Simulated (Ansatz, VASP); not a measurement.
One calculation of KMgF3, two programs

```
K Mg F
1.0
     3.98590    0.00000    0.00000
     0.00000    3.98590    0.00000
     0.00000    0.00000    3.98590
K Mg F
1 1 3
Direct
  0.50000 0.50000 0.50000
  0.00000 0.00000 0.00000
  0.50000 0.97782 0.97782
  0.00000 0.47782 0.97782
  0.00000 0.97782 0.47782
```

Change from the starting cell: all F atoms moved +0.125 Å, as atom 3 towards its neighbour atom 1 (K) at 2.818 Å.

Alike in both runs: task single point; functional PBE; k mesh 6 × 6 × 6; occupations gaussian, width 0.05 eV; no spin polarisation.

|  | VASP | Ansatz |
| --- | --- | --- |
| version | VASP 6.6.1 | Ansatz 0.2.0 |
| potentials or method | VASP PAW PBE potentials, release 64 (K_sv, Mg, F), cutoff 520 eV | scalar-relativistic, plane waves, PAW |
| valence electrons in the cell | 32 | 40 |

|  | VASP | Ansatz | Ansatz less VASP |
| --- | --- | --- | --- |
| gap on the k mesh at the Fermi level (eV) | 7.30 | 7.33 | +0.030 |
| least direct gap on the mesh (eV) | 7.62 | 7.65 | +0.028 |
| pressure (GPa) | 4.1 | 4.5 | +0.41 |
| traceless stress, the component that is largest in VASP (GPa) | -0.79 | -0.78 | +0.008 |
| rms of the force components (eV/Å) | 0.371 | 0.365 | -0.0059 |

Atom by atom the forces differ by 0.007 eV/Å (rms over components). VASP's potentials hold 32 valence electrons a cell and Ansatz's 40, so a difference there can come from the potentials and not from the codes.
